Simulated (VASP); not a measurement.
MgO, 2 atoms in the cell. The structure is tetragonal, space group I4/mmm (No. 139). Conventional cell: a = 2.988 Å, b = 2.988 Å, c = 4.192 Å, α = 90.00°, β = 90.00°, γ = 90.00°. Mg (site symmetry 4/mmm) has 6 O at 2.10 to 2.11 Å within 2.8 Å. Within 2.8 Å of O (site symmetry 4/mmm) lie 6 Mg at 2.10 to 2.11 Å.  This cell differs from its parent crystal: in-plane strain +0.005, then relaxed in part.

| Item | Value |
| --- | --- |
| Program | VASP 6.6.1 |
| Task | single point |
| Functional | r2SCAN |
| Potentials or basis | VASP PAW PBE potentials, release 64 (Mg, O) |
| Cutoff | 520 eV |
| k mesh | 10 × 10 × 10 |
| Occupations | gaussian, width 0.01 eV |
| Spin | no spin polarisation |
| Dipole correction | no |
| Further INCAR settings | ALGO = Normal; EDIFF = 1e-06; NBANDS = 11 |

Potentials or basis: VASP PAW PBE potentials, release 64 (Mg, O).

Command:

```sh
$ cat potpaw_PBE.64/Mg/POTCAR potpaw_PBE.64/O/POTCAR > POTCAR
$ cp INCAR.step1 INCAR
$ mpirun -np 1 vasp_std > vasp.out
$ cp INCAR.step2 INCAR
$ mpirun -np 1 vasp_std > vasp.out
```

Hardware: 1 thread of Intel Xeon 8259CL, on a shared host.

Question: Estimate the wall time of this run.

Answer: It took 99 s on 1 thread of Intel Xeon 8259CL, on a shared host, peak memory 0.16 GiB. Counts: k points 102.
